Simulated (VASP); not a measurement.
Set up this calculation in VASP 6.6.1, as the native input.

```
Task                   : single point
Functional             : r2SCAN
Potentials or basis    : VASP PAW PBE potentials, release 64 (B, N)
Cutoff                 : 520 eV
k mesh                 : 12 × 12 × 6
Occupations            : gaussian, width 0.01 eV
Spin                   : no spin polarisation
Dipole correction      : no
Further INCAR settings : ALGO = Normal; EDIFF = 1e-07; NBANDS = 16
```

BN:

```
B N
1.0
     2.56939    0.00000    0.00000
    -1.28469    2.22516    0.00000
     0.00000    0.00000    4.24989
B N
2 2
Direct
  0.33333 0.66667 0.00008
  0.66667 0.33333 0.50008
  0.33333 0.66667 0.37492
  0.66667 0.33333 0.87492
```

This cell differs from its parent crystal: strain +1.0%.

One way to write it, as run:

POSCAR

```
BN
1.0
    2.5693894996      0.0000000000      0.0000000000
   -1.2846947498      2.2251565788      0.0000000000
    0.0000000000      0.0000000000      4.2498934949
B N
2 2
Direct
    0.3333333333      0.6666666667      0.0000783236
    0.6666666667      0.3333333333      0.5000783236
    0.3333333333      0.6666666667      0.3749216764
    0.6666666667      0.3333333333      0.8749216764
```

INCAR.step1

```
ALGO = Normal
EDIFF = 1E-4
ENCUT = 520
GGA = PE
ISMEAR = 0
LASPH = True
LCHARG = False
LREAL = False
LWAVE = True
NBANDS = 16
NELM = 80
PREC = Accurate
SIGMA = 0.01
```

INCAR.step2

```
ALGO = Normal
EDIFF = 1E-7
ENCUT = 520
ISIF = 2
ISMEAR = 0
ISTART = 1
LASPH = True
LCHARG = False
LMIXTAU = True
LREAL = False
LWAVE = False
METAGGA = R2SCAN
NBANDS = 16
NELM = 80
PREC = Accurate
SIGMA = 0.01
```

KPOINTS

```
k-points
0
Gamma
  12 12 6
```

Potentials or basis: VASP PAW PBE potentials, release 64 (B, N).

Run with:

```bash
$ cat potpaw_PBE.64/B/POTCAR potpaw_PBE.64/N/POTCAR > POTCAR
$ cp INCAR.step1 INCAR
$ mpirun -np 1 vasp_std > vasp.out
$ cp INCAR.step2 INCAR
$ mpirun -np 1 vasp_std > vasp.out
```

Results of the run:

```yaml
Pressure: -10.1 GPa
Largest_force: 0.003 eV/Å
Band_gap_on_the_k_mesh: 5.77 eV (least direct gap 8.84 eV)
```

Caveat: the cell differs from its parent crystal (strain +1.0%); the cell stands under tension; the PAW data sets were made with another functional, which shifts forces and pressure a little.

It took 2.6 min on 1 thread of AMD EPYC 7R13, with other jobs on the host, peak memory 0.12 GiB.
